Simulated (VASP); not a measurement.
Input of a VASP 6.6.1 run:

File INCAR:

```
PREC = Accurate
ENCUT = 560
EDIFF = 1E-6
ISMEAR = -1
SIGMA = 0.1
LREAL = F
LASPH = T
NELM = 120
ALGO = Normal
ISIF = 2
LWAVE = F
LCHARG = T
LELF = T
LVHAR = T
NBANDS = 14
GGA_COMPAT = F
```

File KPOINTS:

```
regular mesh
0
Gamma
  12 12 12
```

The input POSCAR:

```
Os
1.0
   -1.5235629926      1.5235629926      1.5235629926
    1.5235629926     -1.5235629926      1.5235629926
    1.5235629926      1.5235629926     -1.5235629926
Os
1
Direct
    0.0000000000      0.0000000000      0.0000000000
```

Potentials or basis: VASP PAW LDA potentials, release 64 (Os_sv_GW).

Run with:

```console
$ cat potpaw_LDA.64/Os_sv_GW/POTCAR > POTCAR
$ mpirun -np 1 vasp_std > vasp.out
```

Question: What does it give for the pressure?

Answer: 0.3 GPa.

Question: Predict the band gap on the k mesh.

Answer: Zero (bands 8 and 9 overlap by 4.82 eV).

Caveat: spin-orbit coupling is left out, which moves the levels of the heavy elements.
